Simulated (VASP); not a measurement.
# Al2Cu (P4/mmm) in VASP: further runs, part 2 of 2

VASP 6.6.1.

### Step 3. Single point, r2SCAN

This run uses another cell than the first one, of the same volume but with other edges.

File POSCAR:

```
Al2Cu
1.0
    3.8469818980      0.0000000000      0.0000000000
    0.0000000000      3.8469818980      0.0000000000
    0.0000000000      0.0000000000      3.2198399076
Al Cu
2 1
Direct
    0.5000000000      0.0000000000      0.5000000000
    0.0000000000      0.5000000000      0.5000000000
    0.0000000000      0.0000000000      0.0000000000
```

File INCAR.step1:

```
  PREC = Accurate
  ENCUT = 520
  ISMEAR = 0
  SIGMA = 0.15
  LREAL = False
  LASPH = True
  NELM = 80
  NBANDS = 16
  GGA = PE
  ALGO = Normal
  EDIFF = 1E-4
  LWAVE = True
  LCHARG = False
```

File INCAR.step2:

```
  PREC = Accurate
  ENCUT = 520
  EDIFF = 1E-7
  ISMEAR = 0
  SIGMA = 0.15
  LREAL = False
  LASPH = True
  NELM = 80
  ALGO = Normal
  ISIF = 2
  LWAVE = False
  LCHARG = True
  METAGGA = R2SCAN
  LMIXTAU = True
  LELF = True
  LVHAR = True
  NBANDS = 16
  ISTART = 1
```

File KPOINTS:

```
Automatic mesh
0
Gamma
  14 14 18
```

Potentials or basis: VASP PAW PBE potentials, release 64 (Al, Cu).

Started as:

```bash
cat potpaw_PBE.64/Al/POTCAR potpaw_PBE.64/Cu/POTCAR > POTCAR
cp INCAR.step1 INCAR
mpirun -np 1 vasp_std > vasp.out
cp INCAR.step2 INCAR
mpirun -np 1 vasp_std > vasp.out
```

OUTCAR:

```text
PREC = Accurate
   ENCUT = 520
   EDIFF = 1E-7
   ISMEAR = 0
   LREAL = False
   LASPH = True
   NELM = 80
   ISIF = 2
   METAGGA = R2SCAN
   ISTART = 1

 ion  position               nearest neighbor table
   1  0.500  0.000  0.500-   3 2.51   3 2.51   3 2.51   3 2.51   2 2.72   2 2.72   2 2.72   2 2.72

   2  0.000  0.500  0.500-   3 2.51   3 2.51   3 2.51   3 2.51   1 2.72   1 2.72   1 2.72   1 2.72

   3  0.000  0.000  0.000-   1 2.51   2 2.51   1 2.51   2 2.51   2 2.51   2 2.51   1 2.51   1 2.51

  LATTYP: Found a simple tetragonal cell.
 ALAT       =     3.8469818980
 C/A-ratio  =     0.8369781800

  Lattice vectors:

 A1 = (   3.8469818980,   0.0000000000,   0.0000000000)
 A2 = (   0.0000000000,   3.8469818980,   0.0000000000)
 A3 = (   0.0000000000,   0.0000000000,   3.2198399076)

Analysis of symmetry for initial positions (statically):
=====================================================================
 Subroutine PRICEL returns:
 Original cell was already a primitive cell.

 Routine SETGRP: Setting up the symmetry group for a
 simple tetragonal supercell.
[... 164 lines left out ...]
  ext. energy  EPLUGINS =         0.00000000
  ---------------------------------------------------
  free energy    TOTEN  =       -24.13753898 eV

  energy without entropy =      -24.12549899  energy(sigma->0) =      -24.13151899

 E-fermi :   7.0302     XC(G=0): -11.2160

 val. band max:        7.0277309542   @ k =   0.2143   0.1429   0.3889
 cond. band min:       7.0321347098   @ k =   0.4286   0.2143   0.1111
 fundamental gap:      0.0044037556
 Fermi energy:         7.0301652854

 k-point     1 :       0.0000    0.0000    0.0000
  band No.  band energies     occupation
      1      -3.9453      2.00000
      2       2.1262      2.00000
      3       2.2925      2.00000
      4       2.9294      2.00000
      5       2.9294      2.00000
      6       3.0647      2.00000
[... 433 lines left out ...]
      3       2.1557      2.00000
      4       2.7248      2.00000
      5       2.8434      2.00000
      6       2.8989      2.00000
[... 8 lines left out ...]
     15      16.6717      0.00000
     16      17.9525      0.00000

 [... further k-points ...]
[... 5 lines left out ...]
  --------------------------------------------------------------------------------------
  -------------------------------------------------------------------------------------
  Total        1.8256591      1.8256591     -2.0212342      0.0000000      0.0000000      0.0000000
  in kB       61.3840724     61.3840724    -67.9598873      0.0000000      0.0000000      0.0000000
  external PRESSURE =      18.2694192 kB  Pullay stress =       0.0000000 kB

 VOLUME and BASIS-vectors are now :
 -----------------------------------------------------------------------------
  energy-cutoff  :      520.00
  volume of cell :       47.65
      direct lattice vectors                 reciprocal lattice vectors
     3.846981898  0.000000000  0.000000000     0.259944036  0.000000000  0.000000000
     0.000000000  3.846981898  0.000000000     0.000000000  0.259944036  0.000000000
     0.000000000  0.000000000  3.219839908     0.000000000  0.000000000  0.310574447

 POSITION                                       TOTAL-FORCE (eV/Angst)
 -----------------------------------------------------------------------------------
      1.92349      0.00000      1.60992         0.000000      0.000000      0.000000
      0.00000      1.92349      1.60992         0.000000      0.000000      0.000000
      0.00000      0.00000      0.00000         0.000000      0.000000      0.000000
 -----------------------------------------------------------------------------------
    total drift:                                0.000000      0.000000      0.000000

  FREE ENERGIE OF THE ION-ELECTRON SYSTEM (eV)
  ---------------------------------------------------
  free  energy   TOTEN  =       -24.1375389835 eV

  energy  without entropy=      -24.1254989936  energy(sigma->0) =      -24.13151899
```

OUTCAR.step1:

```text
PREC = Accurate
   ENCUT = 520
   ISMEAR = 0
   LREAL = False
   LASPH = True
[... 684 lines left out ...]
      1.92349      0.00000      1.60992         0.000000      0.000000      0.000000
      0.00000      1.92349      1.60992         0.000000      0.000000      0.000000
      0.00000      0.00000      0.00000         0.000000      0.000000      0.000000
 -----------------------------------------------------------------------------------
    total drift:                                0.000000      0.000000      0.000000

  FREE ENERGIE OF THE ION-ELECTRON SYSTEM (eV)
  ---------------------------------------------------
  free  energy   TOTEN  =       -11.0503759816 eV

  energy  without entropy=      -11.0372643995  energy(sigma->0) =      -11.04382019
```

It took 7.3 min on 1 thread of Intel Xeon 6975P-C (Granite Rapids), shared host; peak memory 0.37 GiB.

What came out:

```yaml
Free_energy: -24.1375 eV
Pressure: 1.8 GPa
Band_gap_on_the_k_mesh: zero (an odd number of electrons rules out a gap without spin polarisation)
```

Stress tensor (GPa, compression positive):
```
 6.14  0.00  0.00
 0.00  6.14  0.00
 0.00  0.00 -6.80
```

Levels at points of the mesh, in eV from the Fermi level:
```csv
k point,band 5,band 6,band 7,band 8,band 9,band 10,band 11,band 12,band 13,band 14
"(0.00, 0.00, 0.00)",-4.10,-3.97,-1.45,-1.45,1.79,1.93,2.92,5.93,8.67,9.18
"(0.50, 0.00, 0.00)",-4.18,-4.09,-3.92,0.25,2.71,3.20,4.09,4.68,7.06,8.71
"(0.50, 0.50, 0.00)",-4.19,-4.19,-3.97,-3.73,-2.27,6.84,8.49,8.49,8.73,8.73
"(0.00, 0.00, 0.50)",-4.57,-3.87,-3.49,2.44,2.44,3.02,3.60,3.60,4.36,5.01
"(0.50, 0.00, 0.50)",-3.98,-3.84,-3.04,-3.04,-2.21,3.89,4.54,5.20,6.17,7.53
"(0.50, 0.50, 0.50)",-3.94,-3.76,-1.96,-1.88,-1.88,-1.23,-0.19,-0.19,2.96,14.88
```

Caveat: the stress differs along the axes, from -7 to 6 GPa; the PAW data sets were made with another functional, which shifts forces and pressure a little.

### Step 4. Single point, r2SCAN

This run uses another cell than the first one, of the same volume but with other edges.

File POSCAR:

```
Al2Cu
1.0
    4.2032441348      0.0000000000      0.0000000000
    0.0000000000      4.2032441348      0.0000000000
    0.0000000000      0.0000000000      2.6971514467
Al Cu
2 1
Direct
    0.5000000000      0.0000000000      0.5000000000
    0.0000000000      0.5000000000      0.5000000000
    0.0000000000      0.0000000000      0.0000000000
```

File INCAR.step1:

```
ALGO = Normal
EDIFF = 1E-4
ENCUT = 520
GGA = PE
ISMEAR = 0
LASPH = True
LCHARG = False
LREAL = False
LWAVE = True
NBANDS = 16
NELM = 60
PREC = Accurate
SIGMA = 0.15
```

File INCAR.step2:

```
ALGO = Normal
EDIFF = 1E-7
ENCUT = 520
ISIF = 2
ISMEAR = 0
ISTART = 1
LASPH = True
LCHARG = False
LMIXTAU = True
LREAL = False
LWAVE = False
METAGGA = R2SCAN
NBANDS = 16
NELM = 60
PREC = Accurate
SIGMA = 0.15
```

File KPOINTS:

```
k-points
0
Gamma
  14 14 18
```

Started as:

```bash
cat potpaw_PBE.64/Al/POTCAR potpaw_PBE.64/Cu/POTCAR > POTCAR
cp INCAR.step1 INCAR
mpirun -np 1 vasp_std > vasp.out
cp INCAR.step2 INCAR
mpirun -np 1 vasp_std > vasp.out
```

Run time: 19 min. Hardware: 1 thread of Oxide Virtual Turin-like, shared host; peak memory 0.34 GiB.

The run converged. Its results:

```yaml
Free_energy: -24.3562 eV
Pressure: 1.0 GPa
Band_gap_on_the_k_mesh: zero (an odd number of electrons rules out a gap without spin polarisation)
```

Stress tensor (GPa, compression positive):
```
-1.79  0.00  0.00
 0.00 -1.79  0.00
 0.00  0.00  6.46
```

Levels at points of the mesh, in eV from the Fermi level:
```tsv
k point	band 7	band 8	band 9	band 10	band 11	band 12
(0.00, 0.00, 0.00)	-3.13	-3.13	-0.69	0.61	5.59	5.59
(0.50, 0.00, 0.00)	-4.19	-1.87	1.14	1.28	1.31	8.04
(0.50, 0.50, 0.00)	-4.21	-4.21	-2.71	8.49	8.49	9.30
(0.00, 0.00, 0.50)	-2.89	1.95	2.67	2.67	3.04	3.04
(0.50, 0.00, 0.50)	-3.32	-2.27	-1.30	3.88	4.21	4.85
(0.50, 0.50, 0.50)	-2.65	-2.65	-0.38	-0.34	0.48	0.48
```

Caveat: the stress differs along the axes, from -2 to 6 GPa; the PAW data sets were made with another functional, which shifts forces and pressure a little.

### Step 5. Single point, r2SCAN

This run uses another cell than the first one, of the same volume but with other edges.

File POSCAR:

```
Al2Cu
1.0
    3.9601927986      0.0000000000      0.0000000000
    0.0000000000      3.9601927986      0.0000000000
    0.0000000000      0.0000000000      3.0383787144
Al Cu
2 1
Direct
    0.5000000000      0.0000000000      0.5000000000
    0.0000000000      0.5000000000      0.5000000000
    0.0000000000      0.0000000000      0.0000000000
```

File INCAR.step1:

```
SYSTEM = Al2Cu
PREC     = Accurate       ! precision mode
ENCUT    = 520            ! plane-wave cutoff, eV
ISMEAR   = 0              ! smearing method
SIGMA    = 0.15           ! smearing width, eV
LREAL    = .FALSE.        ! projectors in reciprocal space
LASPH    = .TRUE.         ! aspherical terms in the spheres
NELM     = 60             ! most SCF steps
NBANDS   = 16             ! bands
GGA      = PE             ! functional
ALGO     = Normal         ! electronic algorithm
EDIFF    = 1E-4           ! SCF threshold, eV
LWAVE    = .TRUE.         ! write WAVECAR
LCHARG   = .FALSE.        ! write CHGCAR
```

File INCAR.step2:

```
SYSTEM = Al2Cu
PREC     = Accurate       ! precision mode
ENCUT    = 520            ! plane-wave cutoff, eV
EDIFF    = 1E-6           ! SCF threshold, eV
ISMEAR   = 0              ! smearing method
SIGMA    = 0.15           ! smearing width, eV
LREAL    = .FALSE.        ! projectors in reciprocal space
LASPH    = .TRUE.         ! aspherical terms in the spheres
NELM     = 60             ! most SCF steps
ALGO     = Normal         ! electronic algorithm
ISIF     = 2              ! what is computed and relaxed
LWAVE    = .FALSE.        ! write WAVECAR
LCHARG   = .FALSE.        ! write CHGCAR
METAGGA  = R2SCAN         ! meta-GGA
LMIXTAU  = .TRUE.       
NBANDS   = 16             ! bands
ISTART   = 1
```

File KPOINTS:

```
Automatic mesh
0
G
  14 14 18
  0 0 0
```

Potentials or basis: VASP PAW PBE potentials, release 64 (Al, Cu).

Started as:

```bash
cat potpaw_PBE.64/Al/POTCAR potpaw_PBE.64/Cu/POTCAR > POTCAR
cp INCAR.step1 INCAR
mpirun -np 1 vasp_std > vasp.out
cp INCAR.step2 INCAR
mpirun -np 1 vasp_std > vasp.out
```

OUTCAR:

```text
SYSTEM = Al2Cu
   PREC = Accurate
   ENCUT = 520
   EDIFF = 1E-6
   ISMEAR = 0
   LREAL = .FALSE.
   LASPH = .TRUE.
   NELM = 60
   ISIF = 2
   METAGGA = R2SCAN
   ISTART = 1

 ion  position               nearest neighbor table
   1  0.500  0.000  0.500-   3 2.50   3 2.50   3 2.50   3 2.50   2 2.80   2 2.80   2 2.80   2 2.80

   2  0.000  0.500  0.500-   3 2.50   3 2.50   3 2.50   3 2.50   1 2.80   1 2.80   1 2.80   1 2.80

   3  0.000  0.000  0.000-   1 2.50   2 2.50   1 2.50   2 2.50   2 2.50   2 2.50   1 2.50   1 2.50

  LATTYP: Found a simple tetragonal cell.
 ALAT       =     3.9601927986
 C/A-ratio  =     0.7672299984

  Lattice vectors:

 A1 = (   3.9601927986,   0.0000000000,   0.0000000000)
 A2 = (   0.0000000000,   3.9601927986,   0.0000000000)
 A3 = (   0.0000000000,   0.0000000000,   3.0383787144)

Analysis of symmetry for initial positions (statically):
=====================================================================
 Subroutine PRICEL returns:
 Original cell was already a primitive cell.

 Routine SETGRP: Setting up the symmetry group for a
 simple tetragonal supercell.

[... 164 lines left out ...]
  ---------------------------------------------------
  free energy    TOTEN  =       -24.32644989 eV

  energy without entropy =      -24.31672023  energy(sigma->0) =      -24.32158506

 E-fermi :   7.1476     XC(G=0): -11.2186

 val. band max:        7.1461745337   @ k =   0.2857   0.2857   0.0000
 cond. band min:       7.1497347139   @ k =   0.4286   0.3571   0.5000
 fundamental gap:      0.0035601801
 Fermi energy:         7.1475621828

 k-point     1 :       0.0000    0.0000    0.0000
  band No.  band energies     occupation
      1      -3.9228      2.00000
      2       1.8831      2.00000
      3       2.2125      2.00000
      4       2.9271      2.00000
      5       2.9691      2.00000
      6       2.9691      2.00000
[... 433 lines left out ...]
      3       1.9772      2.00000
      4       2.5678      2.00000
      5       2.9212      2.00000
      6       2.9528      2.00000
[... 8 lines left out ...]
     15      16.7479      0.00000
     16      19.3164      0.00000

 [... further k-points ...]
[... 5 lines left out ...]
  --------------------------------------------------------------------------------------
  -------------------------------------------------------------------------------------
  Total        0.9984709      0.9984709     -1.5576179      0.0000000     -0.0000000      0.0000000
  in kB       33.5715532     33.5715532    -52.3717343      0.0000000     -0.0000000      0.0000000
  external PRESSURE =       4.9237907 kB  Pullay stress =       0.0000000 kB

 VOLUME and BASIS-vectors are now :
 -----------------------------------------------------------------------------
  energy-cutoff  :      520.00
  volume of cell :       47.65
      direct lattice vectors                 reciprocal lattice vectors
     3.960192799  0.000000000  0.000000000     0.252512959  0.000000000  0.000000000
     0.000000000  3.960192799  0.000000000     0.000000000  0.252512959  0.000000000
     0.000000000  0.000000000  3.038378714     0.000000000  0.000000000  0.329122895

 POSITION                                       TOTAL-FORCE (eV/Angst)
 -----------------------------------------------------------------------------------
      1.98010      0.00000      1.51919         0.000000      0.000000      0.000000
      0.00000      1.98010      1.51919         0.000000      0.000000      0.000000
      0.00000      0.00000      0.00000         0.000000      0.000000      0.000000
 -----------------------------------------------------------------------------------
    total drift:                               -0.000000     -0.000000     -0.000000

  FREE ENERGIE OF THE ION-ELECTRON SYSTEM (eV)
  ---------------------------------------------------
  free  energy   TOTEN  =       -24.3264498857 eV

  energy  without entropy=      -24.3167202341  energy(sigma->0) =      -24.32158506
```

OUTCAR.step1:

```text
SYSTEM = Al2Cu
   PREC = Accurate
   ENCUT = 520
   ISMEAR = 0
   LREAL = .FALSE.
   LASPH = .TRUE.
[... 684 lines left out ...]
      1.98010      0.00000      1.51919         0.000000      0.000000      0.000000
      0.00000      1.98010      1.51919         0.000000      0.000000      0.000000
      0.00000      0.00000      0.00000         0.000000      0.000000      0.000000
 -----------------------------------------------------------------------------------
    total drift:                               -0.000000     -0.000000     -0.000000

  FREE ENERGIE OF THE ION-ELECTRON SYSTEM (eV)
  ---------------------------------------------------
  free  energy   TOTEN  =       -11.2116357292 eV

  energy  without entropy=      -11.2005521145  energy(sigma->0) =      -11.20609392
```

OSZICAR.step1:

```text
N       E                     dE             d eps       ncg     rms          rms(c)
DAV:   1     0.623796932088E+02    0.62380E+02   -0.69491E+03 11600   0.112E+03
DAV:   2    -0.107027609588E+02   -0.73082E+02   -0.64745E+02 12152   0.202E+02
DAV:   3    -0.133036852840E+02   -0.26009E+01   -0.25423E+01 15768   0.430E+01
DAV:   4    -0.133617490780E+02   -0.58064E-01   -0.58043E-01 13728   0.542E+00
DAV:   5    -0.133647862643E+02   -0.30372E-02   -0.30371E-02 18488   0.141E+00    0.139E+01
DAV:   6    -0.151297004636E+02   -0.17649E+01   -0.34699E+01 13112   0.202E+02    0.114E+01
DAV:   7    -0.113405689918E+02    0.37891E+01   -0.94260E+00 14424   0.819E+01    0.211E+00
DAV:   8    -0.112681181005E+02    0.72451E-01   -0.12234E+00 17104   0.316E+01    0.206E+00
DAV:   9    -0.112109514754E+02    0.57167E-01   -0.21840E-01 14872   0.146E+01    0.219E-01
DAV:  10    -0.112130491676E+02   -0.20977E-02   -0.14009E-02 17824   0.321E+00    0.282E-01
DAV:  11    -0.112118404533E+02    0.12087E-02   -0.71832E-03 15584   0.295E+00    0.104E-01
DAV:  12    -0.112116493744E+02    0.19108E-03   -0.57860E-04 15080   0.693E-01    0.279E-02
DAV:  13    -0.112116357292E+02    0.13645E-04   -0.25449E-05  7432   0.148E-01
   1 F= -.11211636E+02 E0= -.11206094E+02  d E =-.110836E-01
```

Run time: 23 min. Hardware: 1 thread of Oxide Virtual Turin-like, shared host; peak memory 0.34 GiB.

Results:

* Free energy: -24.3264 eV
* Pressure: 0.5 GPa
* Band gap on the k mesh: zero (an odd number of electrons rules out a gap without spin polarisation)

Caveat: the stress differs along the axes, from -5 to 3 GPa; the PAW data sets were made with another functional, which shifts forces and pressure a little.

### Step 6. Summary

| cell | gap on the mesh (eV) | pressure (GPa) |
| --- | --- | --- |
| a = 4.316, b = 4.316, c = 2.559 Å, 3 atoms | none | 3.5 |
| a = 3.847, b = 3.847, c = 3.220 Å, 3 atoms | none | 1.8 |
| a = 4.203, b = 4.203, c = 2.697 Å, 3 atoms | none | 1.0 |
| a = 3.960, b = 3.960, c = 3.038 Å, 3 atoms | none | 0.5 |

Alike in all rows: task single point; level r2SCAN; potentials or basis VASP PAW PBE potentials, release 64 (Al, Cu); no spin polarisation; k mesh 14 × 14 × 18; cutoff (eV) 520; smearing gaussian 0.15 eV.

Caveats: the PAW data sets were made with another functional, which shifts forces and pressure a little; the stress differs along the axes, from -2 to 14 GPa (at least some runs); the stress differs along the axes, from -7 to 6 GPa (at least some runs); the stress differs along the axes, from -2 to 6 GPa (at least some runs); the stress differs along the axes, from -5 to 3 GPa (at least some runs).

Total energies depend on the potentials used, so only differences within one code and one set of settings carry meaning.

The gap in the log of VASP goes by the Fermi energy; the results here count the filled bands.